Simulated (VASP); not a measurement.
Write the native input for VASP 6.6.1 that does the following.

```
Task                   : single point
Functional             : r2SCAN
Potentials or basis    : VASP PAW PBE potentials, release 64 (Ag, Ti_sv)
Cutoff                 : 520 eV
k mesh                 : 6 × 6 × 3, shifted
Occupations            : fermi-dirac, width 0.1 eV
Spin                   : no spin polarisation
Dipole correction      : no
Further INCAR settings : ALGO = Normal; EDIFF = 1e-07; NBANDS = 24; ISYM = 0
```

TiAg2:

```
CELL_PARAMETERS angstrom
3.19983 0.00000 0.00000
-1.59991 2.77114 0.00000
0.00000 0.00000 5.72424
ATOMIC_POSITIONS crystal
Ag 0.33330 0.66670 0.25000
Ag 0.66670 0.33330 0.75000
Ti 0.00000 0.00000 0.00000
```

These files were run (other wordings do the same):

POSCAR

```
TiAg2
1.0
    3.1998280000      0.0000000000      0.0000000000
   -1.5999140000      2.7711360000      0.0000000000
    0.0000000000      0.0000000000      5.7242450000
Ag Ti
2 1
Direct
    0.3333000000      0.6667000000      0.2500000000
    0.6667000000      0.3333000000      0.7500000000
    0.0000000000      0.0000000000      0.0000000000
```

INCAR.step1

```
SYSTEM = TiAg2
  PREC = Accurate
  ENCUT = 520
  ISMEAR = -1
  SIGMA = 0.1
  LREAL = .FALSE.
  LASPH = .TRUE.
  NELM = 60
  NBANDS = 24
  ISYM = 0
  GGA = PE
  ALGO = Normal
  EDIFF = 1E-4
  LWAVE = .TRUE.
  LCHARG = .FALSE.
```

INCAR.step2

```
SYSTEM = TiAg2
  PREC = Accurate
  ENCUT = 520
  EDIFF = 1E-7
  ISMEAR = -1
  SIGMA = 0.1
  LREAL = .FALSE.
  LASPH = .TRUE.
  NELM = 60
  ALGO = Normal
  ISIF = 2
  LWAVE = .FALSE.
  LCHARG = .TRUE.
  METAGGA = R2SCAN
  LMIXTAU = .TRUE.
  LELF = .TRUE.
  LVHAR = .TRUE.
  NBANDS = 24
  ISYM = 0
  ISTART = 1
```

KPOINTS

```
Automatic mesh
0
Gamma
  6 6 3
  0.5 0.5 0.5
```

Potentials or basis: VASP PAW PBE potentials, release 64 (Ag, Ti_sv).

Run with:

```console
$ cat potpaw_PBE.64/Ag/POTCAR potpaw_PBE.64/Ti_sv/POTCAR > POTCAR
$ cp INCAR.step1 INCAR
$ mpirun -np 1 vasp_std > vasp.out
$ cp INCAR.step2 INCAR
$ mpirun -np 1 vasp_std > vasp.out
```

It gave:

| Quantity | Value |
| --- | --- |
| Pressure | 40.5 GPa |
| Largest force | 6.161 eV/Å |
| Band gap on the k mesh | zero (band 17 reaches 9.78 eV, above the bottom of band 18 at 8.63 eV) |

Caveat: the k points lie up to 0.38 Å⁻¹ apart; the PAW data sets were made with another functional, which shifts forces and pressure a little.

Run time: 28 min on 1 thread of AMD EPYC 7R13 (shared host), peak memory 0.28 GiB.
